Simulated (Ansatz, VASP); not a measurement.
# SiNi in VASP and in Ansatz

INCAR

```
SYSTEM = SiNi
ALGO     = Normal         ! electronic algorithm
EDIFF    = 1E-6           ! SCF threshold, eV
ENCUT    = 520            ! plane-wave cutoff, eV
GGA      = PE             ! functional
ISIF     = 2              ! what is computed and relaxed
ISMEAR   = 0              ! smearing method
LASPH    = .True.         ! aspherical terms in the spheres
LCHARG   = .False.        ! write CHGCAR
LREAL    = .False.        ! projectors in reciprocal space
LWAVE    = .False.        ! write WAVECAR
NBANDS   = 22             ! bands
NELM     = 80             ! most SCF steps
PREC     = Accurate       ! precision mode
SIGMA    = 0.1            ! smearing width, eV
```

The input KPOINTS:

```
k-points
0
Gamma
  4 4 2
  0 0 0
```

The input POSCAR:

```
SiNi
1.0
    3.0266200000      0.0000000000      0.0000000000
    0.0000000000      3.2735000000      0.0000000000
    0.0000000000      0.0000000000      4.6977600000
Si Ni
2 2
Direct
    0.5000000000      0.5000000000      0.8423000000
    0.0000000000      0.0000000000      0.1577000000
    0.5000000000      0.5000000000      0.3442200000
    0.0000000000      0.0000000000      0.6557800000
```

Input for Ansatz:

```yaml
crystal:
  lattice:
    - [3.02662, 0.0, 0.0]
    - [0.0, 3.2735, 0.0]
    - [0.0, 0.0, 4.69776]
  atoms:
    - { symbol: Si, position: [0.5, 0.5, 0.8423] }
    - { symbol: Si, position: [0.0, 0.0, 0.1577] }
    - { symbol: Ni, position: [0.5, 0.5, 0.34422] }
    - { symbol: Ni, position: [0.0, 0.0, 0.65578] }
basis:
  ecutwfc: 420
kpoints:
  mp_grid: { grid: [4, 4, 2] }
hamiltonian:
  xc: pbe
scf:
  occupations: { method: gaussian, width: 0.1 }
output:
  forces: true
  stress: true
  eigenvalues: true
```

Alike in both runs: task single point; functional PBE; k mesh 4 × 4 × 2; occupations gaussian, width 0.1 eV; no spin polarisation.

```csv
,VASP,Ansatz
version,VASP 6.6.1,Ansatz 0.2.0
potentials or method,"VASP PAW PBE potentials, release 64 (Si, Ni), cutoff 520 eV","scalar-relativistic, plane waves, PAW"
valence electrons in the cell,28,44
```

```csv
,VASP,Ansatz,Ansatz less VASP
gap on the k mesh at the Fermi level (eV),none,none,-
pressure (GPa),1.6,1.5,-0.05
"traceless stress, the component that is largest in VASP (GPa)",2.83,2.52,-0.311
rms of the force components (eV/Å),0.102,0.097,-0.0043
```

Atom by atom the forces differ by 0.014 eV/Å (rms over components). A gap of «none» marks a metal or a gap that the smearing closes. VASP's potentials hold 28 valence electrons a cell and Ansatz's 44, so a difference there can come from the potentials and not from the codes.

The k mesh is coarse, so the values compare programs but aren't converged.
